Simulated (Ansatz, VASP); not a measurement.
**Ge in VASP and in Ansatz**

INCAR

```
PREC = Accurate
ENCUT = 520
EDIFF = 1E-8
ISMEAR = -1
SIGMA = 0.05
LREAL = F
LASPH = T
NELM = 80
ALGO = Normal
ISIF = 2
LWAVE = F
LCHARG = F
GGA = PE
LEFG = T
NBANDS = 21
```

KPOINTS

```
Automatic mesh
0
Gamma
  10 10 10
```

POSCAR

```
Ge
1.0
    0.0282877000      2.8429138500      2.8429138500
    2.8429138500      0.0282877000      2.8429138500
    2.8429138500      2.8429138500      0.0282877000
Ge
2
Direct
    0.5000000000      0.5000000000      0.5000000000
    0.7500000000      0.7500000000      0.7500000000
```

Input for Ansatz:

```yaml
crystal:
  lattice:
    - [0.0282877, 2.84291385, 2.84291385]
    - [2.84291385, 0.0282877, 2.84291385]
    - [2.84291385, 2.84291385, 0.0282877]
  atoms:
    - { symbol: Ge, position: [0.5, 0.5, 0.5] }
    - { symbol: Ge, position: [0.75, 0.75, 0.75] }
kpoints:
  mp_grid: { grid: [10, 10, 10] }
scf:
  occupations: { method: fermi_dirac, width: 0.05 }
hamiltonian:
  xc: pbe
  pseudopotentials: { kind: paw }
output:
  forces: true
  stress: true
  eigenvalues: true
  efg: { contact_densities: true }
  write_density: true
  write_potential: true
  elf: true
  volumetric_format: npy
```

Change from the starting cell: equal xy, yz and zx shear strains of +1 %, PAW files.

Alike in both runs: task electric field gradients; functional PBE; k mesh 10 × 10 × 10; occupations fermi-dirac, width 0.05 eV; no spin polarisation.

|  | VASP | Ansatz |
| --- | --- | --- |
| version | VASP 6.6.1 | Ansatz 0.2.0 |
| potentials or method | VASP PAW PBE potentials, release 64 (Ge_d) | PAW with Ansatz's default frozen-core files, scalar-relativistic |
| plane-wave cutoff (eV) | 520 | 420 |
| valence electrons in the cell | 28 | 28 |

VASP gave:

```
pressure (GPa)                                                : 3.6
traceless stress, the component that is largest in VASP (GPa) : -0.84
rms of the force components (eV/Å)                            : 0.087
size of Vzz on the site where it differs most (V/Å²)          : 9.7
```

Question: What did Ansatz give for the same quantities?

Answer: Pressure (GPa): 3.7; traceless stress, the component that is largest in VASP (GPa): -0.84; rms of the force components (eV/Å): 0.088; size of Vzz on the site where it differs most (V/Å²): 9.7.

Atom by atom the forces differ by 0.001 eV/Å (rms over components). With one functional, cell and mesh, what is left measures potentials, basis and numerics.
